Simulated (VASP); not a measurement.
# Hg: single point with PBE+D3(BJ)

Hg:

```xyz
3
Lattice="5.1613 0.0000 0.0000 -2.5807 4.4698 0.0000 0.0000 0.0000 3.0418" Properties=species:S:1:pos:R:3 pbc="T T T"
Hg    0.0000    2.9799    1.5209
Hg    0.0000    0.0000    0.0000
Hg    2.5807    1.4899    1.5209
```

| Quantity | Value |
| --- | --- |
| Program | VASP 6.6.1 |
| Task | single point |
| Functional | PBE |
| Dispersion | D3(BJ) |
| Potentials or basis | VASP PAW PBE potentials, release 64 (Hg_sv_GW) |
| Cutoff | 550 eV |
| k mesh | 9 × 9 × 14 |
| Occupations | gaussian, width 0.1 eV |
| Spin | no spin polarisation |

The pressure is 3.0 GPa. The band gap on the k mesh is zero (bands 30 and 31 overlap by 4.62 eV) and the dispersion energy per atom is -0.448 eV.

Stress tensor (GPa, compression positive):
```
2.93 0.00 0.00
0.00 2.93 0.00
0.00 0.00 3.09
```

Levels at points of the mesh, in eV from the Fermi level:
```tsv
k point	band 27	band 28	band 29	band 30	band 31	band 32	band 33	band 34
(0.00, 0.00, 0.00)	-5.72	-5.72	-0.99	-0.55	1.95	1.95	2.00	2.00
(0.00, 0.00, 0.50)	-5.40	-3.14	-2.85	3.26	3.59	3.73	3.84	4.34
```

Wall time 87 s on 1 thread of Intel(R) Xeon(R) 6975P-C (Granite Rapids) (shared host), peak memory 0.37 GiB.

Caveat: spin-orbit coupling is left out, which moves the levels of the heavy elements.
